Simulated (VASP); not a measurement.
A run of VASP 6.6.1:

File INCAR:

```
SYSTEM = Ga
  ALGO = Normal
  EDIFF = 1E-7
  ENCUT = 520
  GGA = RE
  ISIF = 2
  ISMEAR = -1
  LASPH = .TRUE.
  LCHARG = .FALSE.
  LREAL = .FALSE.
  LWAVE = .FALSE.
  NBANDS = 12
  NELM = 60
  PREC = Accurate
  SIGMA = 0.1
```

Contents of KPOINTS:

```
k-points
0
G
  15 15 15
  0 0 0
```

POSCAR

```
Ga
1.0
   -1.6782686017      1.6782686017      1.6782686017
    1.6782686017     -1.6782686017      1.6782686017
    1.6782686017      1.6782686017     -1.6782686017
Ga
1
Direct
    0.0000000000      0.0000000000      0.0000000000
```

Potentials or basis: VASP PAW PBE potentials, release 64 (Ga_d).

Run with:

```console
$ cat potpaw_PBE.64/Ga_d/POTCAR > POTCAR
$ mpirun -np 1 vasp_std > vasp.out
```

Hardware: 1 thread of Intel(R) Xeon(R) Platinum 8375C CPU @ 2.90GHz (Ice Lake), on a shared host.

Q: How long does it take, and how much memory?

A: Run time: 11 s on 1 thread of Intel(R) Xeon(R) Platinum 8375C CPU @ 2.90GHz (Ice Lake) (shared host), peak memory 0.15 GiB. Counts: scf iterations 11, k points 120.
